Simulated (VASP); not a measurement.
Crystal: BaS.

```xyz
2
Lattice="0.0000 3.5623 3.5194 3.5623 0.0000 3.5194 3.5623 3.5623 0.0000" Properties=species:S:1:pos:R:3 pbc="T T T"
Ba    0.0000    0.0000    0.0000
S     1.7812    1.7812    1.7597
```

This cell differs from its parent crystal: biaxial xy strain +1.2%.

Base run:

```yaml
Program: VASP 6.6.1
Functional: r2SCAN
Potentials_or_basis: VASP PAW PBE potentials, release 64 (Ba_sv, S)
Cutoff: 550 eV
k_mesh: 6 × 6 × 6
Occupations: gaussian, width 0.01 eV
Spin: no spin polarisation
```

Its results: band gap on the k mesh 3.04 eV (least direct gap 3.66 eV); pressure -0.3 GPa.

The run is repeated on the same cell with these changes: functional from r2SCAN to PBE; cutoff from 550 eV to 500 eV; occupations from gaussian, width 0.01 eV to fermi-dirac, width 0.02 eV. What comes out?

Band gap on the k mesh 2.72 eV (least direct gap 3.35 eV); pressure -0.3 GPa.

Caveats: the structure was generated, so it needn't be the stable form of BaS; spin-orbit coupling is left out, which moves the levels of the heavy elements; the PAW data sets were made with another functional, which shifts forces and pressure a little (at least some runs).

A k mesh can miss the band edges.
